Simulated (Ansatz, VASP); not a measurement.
One calculation of C, two programs

```
CELL_PARAMETERS angstrom
0.00000 1.76572 1.76572
1.76572 0.00000 1.76572
1.76572 1.76572 0.00000
ATOMIC_POSITIONS crystal
C 0.00000 0.00000 0.00000
C 0.25000 0.25000 0.25000
```

Alike in both runs: functional LDA; k mesh 12 × 12 × 12; occupations gaussian, width 0.02 eV; no spin polarisation.

Ansatz relaxed the structure, and its values are those at the end. VASP's run is a single point on that final structure, the one shown.

```csv
,VASP,Ansatz
version,VASP 6.6.1,Ansatz 0.2.0
potentials or method,"VASP PAW LDA potentials, release 64 (C_h), cutoff 1300 eV","scalar-relativistic, plane waves, PAW"
valence electrons in the cell,8,8
```

|  | VASP | Ansatz | Ansatz less VASP |
| --- | --- | --- | --- |
| gap on the k mesh at the Fermi level (eV) | 4.20 | 4.20 | +0.002 |
| least direct gap on the mesh (eV) | 5.63 | 5.62 | -0.004 |
| pressure (GPa) | 1.0 | 0.0 | -1.03 |

Ansatz warns that its potentials were made for another functional, while VASP's fit it. LDA's correlation is that of Perdew and Zunger in VASP and of Perdew and Wang (1992) in Ansatz.
